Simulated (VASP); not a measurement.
# LiH (P4/mmm) in VASP: further runs

Aim: see how the results for LiH move with the level of theory and the settings. Levels: PBE, r2SCAN. Tasks: single point.

All numbers are computed with VASP 6.6.1; they aren't measurements. Logs are shortened: lines on timing, memory, paths and dates and some standing lists are left out, and cuts for length are marked.

### 1 The cell of the first run

The structure is tetragonal, space group P4/mmm (No. 123). The conventional cell has a = 2.502 Å, b = 2.502 Å, c = 2.358 Å, α = 90.00°, β = 90.00°, γ = 90.00°. Li (site symmetry 4/mmm) has 8 H at 2.13 Å and 6 Li at 2.36 to 2.50 Å within 2.8 Å. H (site symmetry 4/mmm) has 8 Li at 2.13 Å and 6 H at 2.36 to 2.50 Å within 2.8 Å.

### 2 Single point, PBE (uniaxial z strain -5.7%)

The input, INCAR:

```
SYSTEM = LiH
ALGO = Normal
EDIFF = 1E-7
ENCUT = 520
GGA = PE
ISIF = 2
ISMEAR = -1
LASPH = .True.
LCHARG = .True.
LELF = .True.
LREAL = .False.
LVHAR = .True.
LWAVE = .False.
NBANDS = 9
NELM = 60
PREC = Accurate
SIGMA = 0.02
```

The input, KPOINTS:

```
k-points
0
Gamma
  10 10 10
  0 0 0
```

The input, POSCAR:

```
LiH
1.0
    2.5016587118      0.0000000000      0.0000000000
    0.0000000000      2.5016587118      0.0000000000
    0.0000000000      0.0000000000      2.3583136676
Li H
1 1
Direct
    0.0000000000      0.0000000000      0.0000000000
    0.5000000000      0.5000000000      0.5000000000
```

Potentials or basis: VASP PAW PBE potentials, release 64 (Li_sv, H).

On the command line:

```bash
$ cat potpaw_PBE.64/Li_sv/POTCAR potpaw_PBE.64/H/POTCAR > POTCAR
$ mpirun -np 1 vasp_std > vasp.out
```

OUTCAR:

```text
SYSTEM = LiH
   EDIFF = 1E-7
   ENCUT = 520
   GGA = PE
   ISIF = 2
   ISMEAR = -1
   LASPH = .True.
   LREAL = .False.
   NELM = 60
   PREC = Accurate

 ion  position               nearest neighbor table
   1  0.000  0.000  0.000-
   2  0.500  0.500  0.500-

  LATTYP: Found a simple tetragonal cell.
 ALAT       =     2.5016587118
 C/A-ratio  =     0.9427000000

  Lattice vectors:

 A1 = (   2.5016587118,   0.0000000000,   0.0000000000)
 A2 = (   0.0000000000,   2.5016587118,   0.0000000000)
 A3 = (   0.0000000000,   0.0000000000,   2.3583136676)

Analysis of symmetry for initial positions (statically):
=====================================================================
 Subroutine PRICEL returns:
 Original cell was already a primitive cell.

 Routine SETGRP: Setting up the symmetry group for a
 simple tetragonal supercell.

 Subroutine GETGRP returns: Found 16 space group operations
 (whereof 16 operations were pure point group operations)
 out of a pool of 16 trial point group operations.

The static configuration has the point symmetry D_4h.

Analysis of symmetry for dynamics (positions and initial velocities):
=====================================================================
 Subroutine PRICEL returns:
 Original cell was already a primitive cell.

 Routine SETGRP: Setting up the symmetry group for a
 simple tetragonal supercell.

 Subroutine GETGRP returns: Found 16 space group operations
 (whereof 16 operations were pure point group operations)
 out of a pool of 16 trial point group operations.

The dynamic configuration has the point symmetry D_4h.

 Subroutine INISYM returns: Found 16 space group operations
 (whereof 16 operations are pure point group operations),
 and found     1 'primitive' translations

----------------------------------------------------------------------------------------

                                     Primitive cell

  volume of cell :      14.7590

  direct lattice vectors                    reciprocal lattice vectors
     2.501658712  0.000000000  0.000000000     0.399734782  0.000000000  0.000000000
     0.000000000  2.501658712  0.000000000     0.000000000  0.399734782  0.000000000
     0.000000000  0.000000000  2.358313668     0.000000000  0.000000000  0.424031804

  length of vectors
     2.501658712  2.501658712  2.358313668     0.399734782  0.399734782  0.424031804

  position of ions in fractional coordinates (direct lattice)
     0.000000000  0.000000000  0.000000000
     0.500000000  0.500000000  0.500000000

  ion indices of the primitive-cell ions
   primitive index   ion index
                 1           1
                 2           2

----------------------------------------------------------------------------------------

 KPOINTS: k-points

Automatic generation of k-mesh.
 Grid dimensions read from file:
 generate k-points for:   10   10   10

 Generating k-lattice:

  Cartesian coordinates                     Fractional coordinates (reciprocal lattice)
     0.039973478  0.000000000  0.000000000     0.100000000  0.000000000  0.000000000
     0.000000000  0.039973478  0.000000000     0.000000000  0.100000000  0.000000000
     0.000000000  0.000000000  0.042403180     0.000000000  0.000000000  0.100000000

  Length of vectors
     0.039973478  0.039973478  0.042403180

  Shift w.r.t. Gamma in fractional coordinates (k-lattice)
     0.000000000  0.000000000  0.000000000

 Subroutine IBZKPT returns following result:
 ===========================================

 Found    126 irreducible k-points:

 Following reciprocal coordinates:
            Coordinates               Weight
  0.000000  0.000000  0.000000      1.000000
  0.100000  0.000000  0.000000      4.000000
  0.200000  0.000000  0.000000      4.000000
  0.300000  0.000000  0.000000      4.000000
  0.400000  0.000000  0.000000      4.000000
  0.500000  0.000000  0.000000      2.000000
[... 16 lines left out ...]
  0.100000  0.000000  0.100000      8.000000
  0.200000  0.000000  0.100000      8.000000
 [... further k-points ...]
   k-points           NKPTS =    126   k-points in BZ     NKDIM =    126   number of bands    NBANDS=      9
   number of dos      NEDOS =    301   number of ions     NIONS =      2
   total plane-waves  NPLWV =   7200
   dimension x,y,z NGX =    20 NGY =   20 NGZ =   18
   dimension x,y,z NGXF=    40 NGYF=   40 NGZF=   36
   ions per type =               1   1
   NGX,Y,Z   is equivalent  to a cutoff of  13.29, 13.29, 12.69 a.u.
   NGXF,Y,Z  is equivalent  to a cutoff of  26.58, 26.58, 25.38 a.u.
 SYSTEM =  LiH
   PREC   = accura    normal or accurate (medium, high low for compatibility)
   ISTART =      0    job   : 0-new  1-cont  2-samecut
   ICHARG =      2    charge: 1-file 2-atom 10-const
   ISPIN  =      1    spin polarized calculation?
   LNONCOLLINEAR =      F non collinear calculations
   LSORBIT =      F    spin-orbit coupling
   LASPH  =      T    aspherical Exc in radial PAW
   ENCUT  =  520.0 eV  38.22 Ry    6.18 a.u.   4.65  4.65  4.38*2*pi/ulx,y,z
   NELM   =     60;   NELMIN=  2; NELMDL= -5     # of ELM steps
   EDIFF  = 0.1E-06   stopping-criterion for ELM
   LREAL  =      F    real-space projection
   EDIFFG = 0.1E-05   stopping-criterion for IOM
   NSW    =      0    number of steps for IOM
   IBRION =     -1    ionic relax: 0-MD 1-quasi-New 2-CG
   NFREE  =      0    steps in history (QN), initial steepest desc. (CG)
   ISIF   =      2    stress and relaxation
   ISYM   =      2    0-nonsym 1-usesym 2-fastsym
   POTIM  = 0.5000    time-step for ionic-motion
   TEBEG  =    0.0;   TEEND  =   0.0 temperature during run
   PSTRESS=    0.0 pullay stress
   NELECT =       4.0000    total number of electrons
   NUPDOWN=      -1.0000    fix difference up-down
   EMIN   =  10.00;   EMAX   =-10.00  energy-range for DOS
   EFERMI =   0.00;   METHOD = LEGACY
   ISMEAR =    -1;   SIGMA  =   0.02  broadening in eV -4-tet -1-fermi 0-gaus
   EFERMI_NEDOS =   21; number of points for ismear=-14 and -15
   IALGO  =     38    algorithm
   IMIX   =      4    mixing-type and parameters
     AMIX     =   0.40;   BMIX     =  1.00
     AMIX_MAG =   1.60;   BMIX_MAG =  1.00
  volume/ion in A,a.u.               =       7.38        49.80
  Fermi-wavevector in a.u.,A,eV,Ry     =   1.059438  2.002048 15.271304  1.122409
  Thomas-Fermi vector in A             =   2.194784
   LORBIT       =      0    0 simple, 1 ext, 2 COOP (PROOUT), +10 PAW based schemes
   GGA     = PE    functional components
   LHFCALC =     F    Hartree Fock is set to
   AEXX    =    0.0000 exact exchange contribution
   IVDW    =     0    specifies the selected vdW correction
   LEPSILON=     F    determine dielectric tensor
   LRPA    =     F    only Hartree local field effects (RPA)
 non-spin polarized calculation
  energy-cutoff  :      520.00
  volume of cell :       14.76
 maximum number of plane-waves:       413
 NGX is ok and might be reduce to    20
   NGX =  9   NGY =  9   NGZ =  9

 number of electron       4.0000002 magnetization

 Free energy of the ion-electron system (eV)
  ---------------------------------------------------
  ext. energy  EPLUGINS =         0.00000000
  ---------------------------------------------------
  free energy    TOTEN  =        -5.62656439 eV

  energy without entropy =       -5.62656437  energy(sigma->0) =       -5.62656438

 E-fermi :   4.2618     XC(G=0):  -8.8529

 val. band max:        4.0409301414   @ k =   0.5000   0.5000   0.5000
 cond. band min:       4.5006111105   @ k =   0.5000   0.0000   0.0000
 fundamental gap:      0.4596809691
 Fermi energy:         4.2618158370

 k-point     1 :       0.0000    0.0000    0.0000
  band No.  band energies     occupation
      1     -44.2679      2.00000
      2      -5.2301      2.00000
      3      15.4347      0.00000
      4      15.4347      0.00000
      5      16.9053      0.00000
      6      18.1004      0.00000
      7      18.6595      0.00000
      8      20.7826      0.00000
      9      36.3382      0.00000

 k-point     2 :       0.1000    0.0000    0.0000
  band No.  band energies     occupation
      1     -44.2625      2.00000
      2      -5.0860      2.00000
      3      12.7980      0.00000
      4      15.6606      0.00000
      5      17.1332      0.00000
      6      18.3223      0.00000
      7      20.3862      0.00000
      8      22.0389      0.00000
      9      34.1753      0.00000

 k-point     3 :       0.2000    0.0000    0.0000
  band No.  band energies     occupation
      1     -44.2487      2.00000
      2      -4.6734      2.00000
      3       9.6502      0.00000
      4      16.3317      0.00000
      5      16.8820      0.00000
      6      18.9802      0.00000
      7      21.1891      0.00000
      8      26.3758      0.00000
      9      30.7125      0.00000

 k-point     4 :       0.3000    0.0000    0.0000
  band No.  band energies     occupation
      1     -44.2315      2.00000
      2      -4.0623      2.00000
      3       7.0345      0.00000
      4      16.4932      0.00000
      5      17.4196      0.00000
      6      20.0393      0.00000
      7      22.2764      0.00000
      8      27.4421      0.00000
      9      30.1005      0.00000
[... 205 lines left out ...]
 k-point    22 :       0.0000    0.0000    0.1000
  band No.  band energies     occupation
      1     -44.2592      2.00000
      2      -5.0541      2.00000
      3      14.8979      0.00000
      4      15.6921      0.00000
      5      15.6921      0.00000
      6      16.7580      0.00000
      7      18.9290      0.00000
      8      24.4811      0.00000
      9      35.2744      0.00000

 k-point    23 :       0.1000    0.0000    0.1000
  band No.  band energies     occupation
      1     -44.2540      2.00000
      2      -4.9066      2.00000
      3      12.8938      0.00000
      4      15.1554      0.00000
      5      15.9175      0.00000
      6      17.1818      0.00000
      7      21.4164      0.00000
      8      24.8765      0.00000
      9      33.9559      0.00000

 k-point    24 :       0.2000    0.0000    0.1000
  band No.  band energies     occupation
      1     -44.2403      2.00000
      2      -4.4831      2.00000
      3       9.7638      0.00000
      4      15.4360      0.00000
      5      16.5872      0.00000
      6      17.3056      0.00000
      7      24.0374      0.00000
      8      27.2594      0.00000
      9      30.8606      0.00000

 [... further k-points ...]
[... 5 lines left out ...]
  --------------------------------------------------------------------------------------
  -------------------------------------------------------------------------------------
  Total       -0.1985940     -0.1985940      1.0856245      0.0000000     -0.0000000      0.0000000
  in kB      -21.5585236    -21.5585236    117.8507967      0.0000000     -0.0000000      0.0000000
  external PRESSURE =      24.9112498 kB  Pullay stress =       0.0000000 kB

 VOLUME and BASIS-vectors are now :
 -----------------------------------------------------------------------------
  energy-cutoff  :      520.00
  volume of cell :       14.76
      direct lattice vectors                 reciprocal lattice vectors
     2.501658712  0.000000000  0.000000000     0.399734782  0.000000000  0.000000000
     0.000000000  2.501658712  0.000000000     0.000000000  0.399734782  0.000000000
     0.000000000  0.000000000  2.358313668     0.000000000  0.000000000  0.424031804

 POSITION                                       TOTAL-FORCE (eV/Angst)
 -----------------------------------------------------------------------------------
      0.00000      0.00000      0.00000         0.000000      0.000000      0.000000
      1.25083      1.25083      1.17916         0.000000      0.000000      0.000000
 -----------------------------------------------------------------------------------
    total drift:                               -0.000000      0.000000      0.000000

  FREE ENERGIE OF THE ION-ELECTRON SYSTEM (eV)
  ---------------------------------------------------
  free  energy   TOTEN  =        -5.6265643864 eV

  energy  without entropy=       -5.6265643702  energy(sigma->0) =       -5.62656438
```

Run time: 10 s. Hardware: 1 thread of AMD EPYC 7R43 (Zen 3), shared host; peak memory 0.09 GiB.

Results:

* Free energy: -5.6266 eV
* Band gap on the k mesh: 0.46 eV, indirect (least direct gap 4.04 eV)

Caveat: the cell differs from its parent crystal (uniaxial z strain -5.7%); the cutoff is under 1.25 times the usual one of these potentials, so pressure, stress and relaxed cells hold a basis-set (Pulay) error. A k mesh can miss the band edges.

### 3 Single point, PBE (epitaxial xy strain -0.5%)

The input, INCAR:

```
SYSTEM = LiH
PREC = Accurate
ENCUT = 520
EDIFF = 1E-6
ISMEAR = -1
SIGMA = 0.02
LREAL = .FALSE.
LASPH = .TRUE.
NELM = 80
ALGO = Normal
ISIF = 2
LWAVE = .FALSE.
LCHARG = .FALSE.
GGA = PE
NBANDS = 9
```

The input, KPOINTS:

```
regular mesh
0
G
  10 10 10
  0 0 0
```

The input, POSCAR:

```
LiH
1.0
    2.4889002523      0.0000000000      0.0000000000
    0.0000000000      2.4889002523      0.0000000000
    0.0000000000      0.0000000000      2.4967717452
Li H
1 1
Direct
    0.0000000000      0.0000000000      0.0000000000
    0.5000000000      0.5000000000      0.5000000000
```

Potentials or basis: VASP PAW PBE potentials, release 64 (Li_sv, H).

On the command line:

```bash
$ cat potpaw_PBE.64/Li_sv/POTCAR potpaw_PBE.64/H/POTCAR > POTCAR
$ mpirun -np 1 vasp_std > vasp.out
```

It took 9.5 s on 1 thread of AMD EPYC 7R43 (Zen 3), shared host; peak memory 0.09 GiB.

The run converged. Its results:

```
Free energy            : -5.6590 eV
Band gap on the k mesh : 0.70 eV, indirect (least direct gap 4.21 eV)
```

Levels at points of the mesh, in eV from the valence-band top:
```csv
k point,band 1,band 2,band 3,band 4,band 5,band 6,band 7
"(0.00, 0.00, 0.00)",-48.15,-8.92,11.94,12.08,12.08,12.70,15.15
"(0.50, 0.00, 0.00)",-48.09,-6.66,0.74,11.51,16.30,16.42,19.86
"(0.50, 0.50, 0.00)",-48.04,-2.69,1.53,1.53,9.22,19.56,20.91
"(0.00, 0.00, 0.50)",-48.09,-6.69,0.70,11.56,16.38,16.38,19.98
"(0.50, 0.00, 0.50)",-48.04,-2.72,1.49,1.52,9.19,19.64,21.01
"(0.50, 0.50, 0.50)",-47.99,0.00,6.43,6.43,6.46,8.79,8.80
```

Caveat: the cell differs from its parent crystal (epitaxial xy strain -0.5%); the cutoff is under 1.25 times the usual one of these potentials, so pressure, stress and relaxed cells hold a basis-set (Pulay) error.

### 4 Single point, PBE (biaxial xy strain +1.4%)

The input, INCAR:

```
SYSTEM = LiH
  PREC = Accurate
  ENCUT = 520
  EDIFF = 1E-6
  ISMEAR = -1
  SIGMA = 0.02
  LREAL = .FALSE.
  LASPH = .TRUE.
  NELM = 100
  ALGO = Normal
  ISIF = 2
  LWAVE = .FALSE.
  LCHARG = .FALSE.
  GGA = PE
  NBANDS = 9
```

KPOINTS is that of step 3.

The input, POSCAR:

```
LiH
1.0
    2.5374324314      0.0000000000      0.0000000000
    0.0000000000      2.5374324314      0.0000000000
    0.0000000000      0.0000000000      2.5016587118
Li H
1 1
Direct
    0.0000000000      0.0000000000      0.0000000000
    0.5000000000      0.5000000000      0.5000000000
```

On the command line:

```bash
$ cat potpaw_PBE.64/Li_sv/POTCAR potpaw_PBE.64/H/POTCAR > POTCAR
$ mpirun -np 1 vasp_std > vasp.out
```

Wall time 9.4 s (1 thread of AMD EPYC 7R43 (Zen 3), shared host); peak memory 0.09 GiB.

It converged, with:

```
Free energy            : -5.6577 eV
Band gap on the k mesh : 0.69 eV, indirect (least direct gap 4.14 eV)
```

Levels at points of the mesh, in eV from the valence-band top:
```tsv
k point	band 1	band 2	band 3	band 4	band 5
(0.00, 0.00, 0.00)	-48.07	-8.65	11.61	11.61	12.21
(0.50, 0.00, 0.00)	-48.02	-6.46	0.69	11.28	15.77
(0.50, 0.50, 0.00)	-47.98	-2.68	1.50	1.50	8.85
(0.00, 0.00, 0.50)	-48.02	-6.34	0.85	11.07	15.94
(0.50, 0.00, 0.50)	-47.97	-2.56	1.59	1.69	8.99
(0.50, 0.50, 0.50)	-47.94	0.00	6.27	6.42	6.42
```

Caveat: the cell differs from its parent crystal (biaxial xy strain +1.4%); the cutoff is under 1.25 times the usual one of these potentials, so pressure, stress and relaxed cells hold a basis-set (Pulay) error. A k mesh can miss the band edges.

### 5 Single point, r2SCAN (uniaxial z strain -5.7%)

The input, POSCAR:

```
LiH
1.0
    2.5016587118      0.0000000000      0.0000000000
    0.0000000000      2.5016587118      0.0000000000
    0.0000000000      0.0000000000      2.3583136676
Li H
1 1
Direct
    0.0000000000      0.0000000000      0.0000000000
    0.5000000000      0.5000000000      0.5000000000
```

The input, INCAR.step1:

```
ALGO     = Normal         # electronic algorithm
EDIFF    = 1E-4           # SCF threshold, eV
ENCUT    = 520            # plane-wave cutoff, eV
GGA      = PE             # functional
ISMEAR   = 0              # smearing method
LASPH    = T              # aspherical terms in the spheres
LCHARG   = F              # write CHGCAR
LREAL    = F              # projectors in reciprocal space
LWAVE    = T              # write WAVECAR
NBANDS   = 9              # bands
NELM     = 60             # most SCF steps
PREC     = Accurate       # precision mode
SIGMA    = 0.01           # smearing width, eV
```

The input, INCAR.step2:

```
ALGO     = Normal         # electronic algorithm
EDIFF    = 1E-7           # SCF threshold, eV
ENCUT    = 520            # plane-wave cutoff, eV
ISIF     = 2              # what is computed and relaxed
ISMEAR   = 0              # smearing method
ISTART   = 1            
LASPH    = T              # aspherical terms in the spheres
LCHARG   = F              # write CHGCAR
LMIXTAU  = T            
LREAL    = F              # projectors in reciprocal space
LWAVE    = F              # write WAVECAR
METAGGA  = R2SCAN         # meta-GGA
NBANDS   = 9              # bands
NELM     = 60             # most SCF steps
PREC     = Accurate       # precision mode
SIGMA    = 0.01           # smearing width, eV
```

The input, KPOINTS:

```
k-points
0
Gamma
  10 10 10
```

On the command line:

```bash
$ cat potpaw_PBE.64/Li_sv/POTCAR potpaw_PBE.64/H/POTCAR > POTCAR
$ cp INCAR.step1 INCAR
$ mpirun -np 1 vasp_std > vasp.out
$ cp INCAR.step2 INCAR
$ mpirun -np 1 vasp_std > vasp.out
```

Wall time 54 s (1 thread of AMD EPYC 7R43 (Zen 3), shared host); peak memory 0.09 GiB.

The run converged. Its results:

| Item | Value |
| --- | --- |
| Free energy | -6.3080 eV |
| Band gap on the k mesh | 1.03 eV, indirect (least direct gap 4.72 eV) |

Levels at points of the mesh, in eV from the valence-band top:
```tsv
k point	band 1	band 2	band 3	band 4	band 5	band 6	band 7
(0.00, 0.00, 0.00)	-50.00	-9.57	12.43	12.43	14.35	15.30	15.56
(0.50, 0.00, 0.00)	-49.95	-7.48	1.03	13.32	17.40	20.05	20.10
(0.50, 0.50, 0.00)	-49.90	-3.47	1.45	1.45	10.51	23.69	24.28
(0.00, 0.00, 0.50)	-49.91	-6.89	1.72	12.50	18.26	18.26	20.65
(0.50, 0.00, 0.50)	-49.87	-2.85	1.87	2.30	11.04	21.99	22.12
(0.50, 0.50, 0.50)	-49.83	0.00	7.18	7.83	7.83	9.16	9.16
```

Caveat: the cell differs from its parent crystal (uniaxial z strain -5.7%); the cutoff is under 1.25 times the usual one of these potentials, so pressure, stress and relaxed cells hold a basis-set (Pulay) error; the PAW data sets were made with another functional, which shifts forces and pressure a little. A k mesh can miss the band edges.

### 6 The runs side by side

| level | cell | smearing | gap on the mesh (eV) |
| --- | --- | --- | --- |
| PBE | a = 2.502, b = 2.502, c = 2.358 Å, 2 atoms | fermi-dirac 0.02 eV | 0.46 |
| PBE | a = 2.489, b = 2.489, c = 2.497 Å, 2 atoms | fermi-dirac 0.02 eV | 0.70 |
| PBE | a = 2.537, b = 2.537, c = 2.502 Å, 2 atoms | fermi-dirac 0.02 eV | 0.69 |
| r2SCAN | a = 2.502, b = 2.502, c = 2.358 Å, 2 atoms | gaussian 0.01 eV | 1.03 |

Alike in all rows: task single point; potentials or basis VASP PAW PBE potentials, release 64 (Li_sv, H); no spin polarisation; k mesh 10 × 10 × 10; cutoff (eV) 520.

Caveats: the cutoff is under 1.25 times the usual one of these potentials, so pressure, stress and relaxed cells hold a basis-set (Pulay) error; the PAW data sets were made with another functional, which shifts forces and pressure a little (some runs).

Total energies depend on the potentials used, so only differences within one code and one set of settings carry meaning.
